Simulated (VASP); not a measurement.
**Mg: single point with LDA**

The system is Mg.

```
Mg
1.0
    -1.47060    1.47060    1.47060
     1.47060   -1.47060    1.47060
     1.47060    1.47060   -1.47060
Mg
1
Direct
  0.00000 0.00000 0.00000
```

```
Program                : VASP 6.6.1
Task                   : single point
Functional             : LDA
Potentials or basis    : VASP PAW LDA potentials, release 64 (Mg)
Cutoff                 : 520 eV
k mesh                 : 10 × 10 × 10
Occupations            : gaussian, width 0.1 eV
Spin                   : no spin polarisation
Dipole correction      : no
Further INCAR settings : ALGO = Normal; EDIFF = 1e-06; NBANDS = 7
```

- Pressure: 58.7 GPa
- Band gap on the k mesh: zero (band 1 reaches 10.41 eV, above the bottom of band 2 at 5.54 eV)

Levels at points of the mesh, in eV from the Fermi level:
```
           k point  band 1  band 2  band 3  band 4  band 5
(0.00, 0.00, 0.00)  -10.08   17.17   17.17   17.17   20.05
(0.50, 0.00, 0.00)   -2.52   -1.15   10.64   14.55   14.86
(0.50, 0.50, 0.50)    3.73    3.73    5.96    5.96    5.96
```

Wall time 1.9 s on 1 thread of Intel(R) Xeon(R) 6975P-C (Granite Rapids) (shared host), peak memory 0.11 GiB.
